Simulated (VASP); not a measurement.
# CaO (P6_3/mmc) in VASP: a series of runs, part 2 of 2

VASP 6.6.1. The steps go on from the part before.

### Step 3. Single point, r2SCAN (volume changed by +6%)

POSCAR

```
CaO
1.0
    3.3850499708      0.0000000000      0.0000000000
   -1.6925249854      2.9315392678      0.0000000000
    0.0000000000      0.0000000000      5.9283435422
Ca O
2 2
Direct
    0.0000000000      0.0000000000      0.0000000000
    0.0000000000      0.0000000000      0.5000000000
    0.3333333333      0.6666666667      0.2500000000
    0.6666666667      0.3333333333      0.7500000000
```

INCAR.step1

```
PREC = Accurate ; ENCUT = 520
ISMEAR = 0 ; SIGMA = 0.01
LREAL = F ; LASPH = T
NELM = 100 ; NBANDS = 24
GGA = PE ; ALGO = Normal
EDIFF = 1E-4 ; LWAVE = T
LCHARG = F
```

INCAR.step2

```
PREC = Accurate ; ENCUT = 520
EDIFF = 1E-6 ; ISMEAR = 0
SIGMA = 0.01 ; LREAL = F
LASPH = T ; NELM = 100
ALGO = Normal ; ISIF = 2
LWAVE = F ; LCHARG = T
METAGGA = R2SCAN ; LMIXTAU = T
LELF = T ; LVHAR = T
NBANDS = 24 ; ISTART = 1
```

KPOINTS

```
regular mesh
0
Gamma
  9 9 4
```

Potentials or basis: VASP PAW PBE potentials, release 64 (Ca_sv, O).

The run is started by

```console
$ cat potpaw_PBE.64/Ca_sv/POTCAR potpaw_PBE.64/O/POTCAR > POTCAR
$ cp INCAR.step1 INCAR
$ mpirun -np 1 vasp_std > vasp.out
$ cp INCAR.step2 INCAR
$ mpirun -np 1 vasp_std > vasp.out
```

OUTCAR:

```text
PREC = Accurate
   ENCUT = 520
   EDIFF = 1E-6
   ISMEAR = 0
   LREAL = F
   LASPH = T
   NELM = 100
   ISIF = 2
   METAGGA = R2SCAN
   ISTART = 1

 ion  position               nearest neighbor table
   1  0.000  0.000  0.000-   3 2.45   4 2.45   4 2.45   3 2.45   4 2.45   3 2.45   2 2.96   2 2.96

   2  0.000  0.000  0.500-   3 2.45   4 2.45   4 2.45   3 2.45   4 2.45   3 2.45   1 2.96   1 2.96

   3  0.333  0.667  0.250-   1 2.45   2 2.45   1 2.45   2 2.45   1 2.45   2 2.45
   4  0.667  0.333  0.750-   1 2.45   2 2.45   1 2.45   2 2.45   1 2.45   2 2.45

[... 845 lines left out ...]

 [... further k-points ...]
[... 5 lines left out ...]
  --------------------------------------------------------------------------------------
  -------------------------------------------------------------------------------------
  Total       -1.7918779     -1.7918779     -1.9174642      0.0000000      0.0000000      0.0000000
  in kB      -48.8005629    -48.8005629    -52.2208184      0.0000000      0.0000000      0.0000000
  external PRESSURE =     -49.9406481 kB  Pullay stress =       0.0000000 kB

 VOLUME and BASIS-vectors are now :
 -----------------------------------------------------------------------------
  energy-cutoff  :      520.00
  volume of cell :       58.83
      direct lattice vectors                 reciprocal lattice vectors
     3.385049971  0.000000000  0.000000000     0.295416614  0.170558862  0.000000000
    -1.692524985  2.931539268  0.000000000     0.000000000  0.341117723  0.000000000
     0.000000000  0.000000000  5.928343542     0.000000000  0.000000000  0.168681183

 POSITION                                       TOTAL-FORCE (eV/Angst)
 -----------------------------------------------------------------------------------
      0.00000      0.00000      0.00000        -0.000000     -0.000000      0.000000
      0.00000      0.00000      2.96417        -0.000000     -0.000000      0.000000
     -0.00000      1.95436      1.48209         0.000000     -0.000000     -0.000000
      1.69252      0.97718      4.44626        -0.000000      0.000000     -0.000000
 -----------------------------------------------------------------------------------
    total drift:                                0.000000     -0.000000      0.000000

  FREE ENERGIE OF THE ION-ELECTRON SYSTEM (eV)
  ---------------------------------------------------
  free  energy   TOTEN  =       -38.2079709585 eV

  energy  without entropy=      -38.2079709585  energy(sigma->0) =      -38.20797096
```

It took 3.3 min on 1 thread of Intel Xeon 6975P-C, shared host; peak memory 0.22 GiB.

Results:

```yaml
Free_energy: -38.2080 eV
Pressure: -5.0 GPa
Band_gap_on_the_k_mesh: 4.29 eV, direct
```

Levels at points of the mesh, in eV from the valence-band top:
| k point | band 13 | band 14 | band 15 | band 16 | band 17 | band 18 | band 19 | band 20 |
| --- | --- | --- | --- | --- | --- | --- | --- | --- |
| (0.00, 0.00, 0.00) | -0.97 | -0.25 | 0.00 | 0.00 | 4.29 | 5.23 | 6.85 | 6.85 |
| (0.00, 0.00, 0.50) | -0.52 | -0.52 | -0.52 | -0.52 | 6.25 | 6.25 | 6.99 | 6.99 |

Caveat: the cell differs from its parent crystal (volume changed by +6%); the PAW data sets were made with another functional, which shifts forces and pressure a little.

### Step 4. Single point, r2SCAN

This run uses another cell than the first one, of 13.87 Å³/atom, 0.971 times its volume.

POSCAR

```
CaO
1.0
    3.3199366430      0.0000000000      0.0000000000
   -1.6599683215      2.8751494718      0.0000000000
    0.0000000000      0.0000000000      5.8143085412
Ca O
2 2
Direct
    0.0000000000      0.0000000000      0.0000000000
    0.0000000000      0.0000000000      0.5000000000
    0.3333333333      0.6666666667      0.2500000000
    0.6666666667      0.3333333333      0.7500000000
```

INCAR.step1

```
SYSTEM = CaO
  ALGO = Normal
  EDIFF = 1E-4
  ENCUT = 520
  GGA = PE
  ISMEAR = 0
  LASPH = .TRUE.
  LCHARG = .FALSE.
  LREAL = .FALSE.
  LWAVE = .TRUE.
  NBANDS = 24
  NELM = 80
  PREC = Accurate
  SIGMA = 0.01
```

INCAR.step2

```
SYSTEM = CaO
  ALGO = Normal
  EDIFF = 1E-6
  ENCUT = 520
  ISIF = 2
  ISMEAR = 0
  ISTART = 1
  LASPH = .TRUE.
  LCHARG = .FALSE.
  LMIXTAU = .TRUE.
  LREAL = .FALSE.
  LWAVE = .FALSE.
  METAGGA = R2SCAN
  NBANDS = 24
  NELM = 80
  PREC = Accurate
  SIGMA = 0.01
```

KPOINTS

```
k-points
0
G
  12 12 4
  0 0 0
```

The run is started by

```console
$ cat potpaw_PBE.64/Ca_sv/POTCAR potpaw_PBE.64/O/POTCAR > POTCAR
$ cp INCAR.step1 INCAR
$ mpirun -np 1 vasp_std > vasp.out
$ cp INCAR.step2 INCAR
$ mpirun -np 1 vasp_std > vasp.out
```

Run time: 5.3 min. Hardware: 1 thread of Intel Xeon 6975P-C, shared host; peak memory 0.24 GiB.

The run converged. Its results:

```
Free energy            : -38.2484 eV
Pressure               : 1.1 GPa
Band gap on the k mesh : 4.40 eV, direct
```

Stress tensor (GPa, compression positive):
```
0.98 0.00 0.00
0.00 0.98 0.00
0.00 0.00 1.19
```

Levels at points of the mesh, in eV from the valence-band top:
```csv
k point,band 12,band 13,band 14,band 15,band 16,band 17,band 18,band 19,band 20,band 21
"(0.00, 0.00, 0.00)",-1.07,-1.07,-0.24,0.00,0.00,4.40,5.64,7.02,7.02,7.30
"(0.50, 0.00, 0.00)",-1.67,-1.24,-1.24,-0.80,-0.36,4.48,6.53,7.70,8.30,9.08
"(0.00, 0.00, 0.50)",-1.65,-0.58,-0.58,-0.58,-0.58,6.46,6.46,7.48,7.48,7.61
"(0.50, 0.00, 0.50)",-2.07,-1.10,-1.10,-0.80,-0.80,5.64,5.64,8.81,8.81,8.98
```

Caveat: the PAW data sets were made with another functional, which shifts forces and pressure a little. r2SCAN opens gaps a little over a GGA but as a rule still falls short of measured ones.

### Step 5. Summary

| cell | k mesh | gap on the mesh (eV) | pressure (GPa) |
| --- | --- | --- | --- |
| a = 3.353, b = 3.353, c = 5.872 Å, angles 90.0, 90.0, 120.0°, 4 atoms | 9 × 9 × 4 | 4.35 | -2.2 |
| a = 3.385, b = 3.385, c = 5.928 Å, angles 90.0, 90.0, 120.0°, 4 atoms | 9 × 9 × 4 | 4.29 | -5.0 |
| a = 3.320, b = 3.320, c = 5.814 Å, angles 90.0, 90.0, 120.0°, 4 atoms | 12 × 12 × 4 | 4.40 | 1.1 |

Alike in all rows: task single point; level r2SCAN; potentials or basis VASP PAW PBE potentials, release 64 (Ca_sv, O); no spin polarisation; cutoff (eV) 520; smearing gaussian 0.01 eV.

Caveats: the PAW data sets were made with another functional, which shifts forces and pressure a little.

Total energies depend on the potentials used, so only differences within one code and one set of settings carry meaning.
